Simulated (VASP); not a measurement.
A run of VASP 6.6.1:

File INCAR:

```
PREC = Accurate ; ENCUT = 500
EDIFF = 1E-6 ; ISMEAR = 0
SIGMA = 0.1 ; LREAL = False
LASPH = True ; NELM = 120
ALGO = Normal ; ISIF = 2
LWAVE = False ; LCHARG = True
GGA = CA ; LELF = True
LVHAR = True ; NBANDS = 28
GGA_COMPAT = False
```

The input KPOINTS:

```
Automatic mesh
0
Gamma
  18 18 6
```

POSCAR

```
Ti3Al
1.0
    2.8609562337      0.0000000000      0.0000000000
   -1.4304781168      2.4776607775      0.0000000000
    0.0000000000      0.0000000000      9.0520876149
Ti Al
3 1
Direct
    0.6666666667      0.3333333333      0.0000000000
    0.3333333333      0.6666666667      0.7515365738
    0.3333333333      0.6666666667      0.2484634262
    0.6666666667      0.3333333333      0.5000000000
```

Potentials or basis: VASP PAW LDA potentials, release 64 (Ti_sv, Al).

Command:

```sh
$ cat potpaw_LDA.64/Ti_sv/POTCAR potpaw_LDA.64/Al/POTCAR > POTCAR
$ mpirun -np 1 vasp_std > vasp.out
```

Hardware: 1 thread of Intel Xeon 8259CL (shared host).

Task: Estimate the wall time of this run.

Result: Wall time 8.8 min on 1 thread of Intel Xeon 8259CL, on a shared host, peak memory 0.31 GiB. Counts: scf iterations 15, k points 148.
